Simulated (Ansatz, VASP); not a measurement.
P: VASP beside Ansatz

```
P
1.0
     3.28373    0.00000    0.00000
     0.00000   34.85703    0.00000
     0.00000    0.00000    4.63208
P
4
Cartesian
  0.0000 33.9026 2.7796
  0.0000 0.9544 1.8525
  1.6419 0.9544 0.4635
  1.6419 33.9026 4.1686
```

Change from the starting cell: mode 7 (349.0 1/cm) frozen in, largest displacement -0.090 Å.

Alike in both runs: task single point; functional PBEsol; k mesh 8 × 1 × 6; occupations gaussian, width 0.05 eV; no spin polarisation.

|  | VASP | Ansatz |
| --- | --- | --- |
| version | VASP 6.6.1 | Ansatz 0.2.0 |
| potentials or method | VASP PAW PBE potentials, release 64 (P), cutoff 520 eV | scalar-relativistic, plane waves, PAW |
| valence electrons in the cell | 20 | 20 |

```csv
,VASP,Ansatz,Ansatz less VASP
gap on the k mesh at the Fermi level (eV),0.98,0.94,-0.036
least direct gap on the mesh (eV),1.05,1.04,-0.010
rms of the force components (eV/Å),0.894,0.903,+0.0097
```

VASP's potentials were made for PBE, not for PBEsol. Atom by atom the forces differ by 0.010 eV/Å (rms over components).
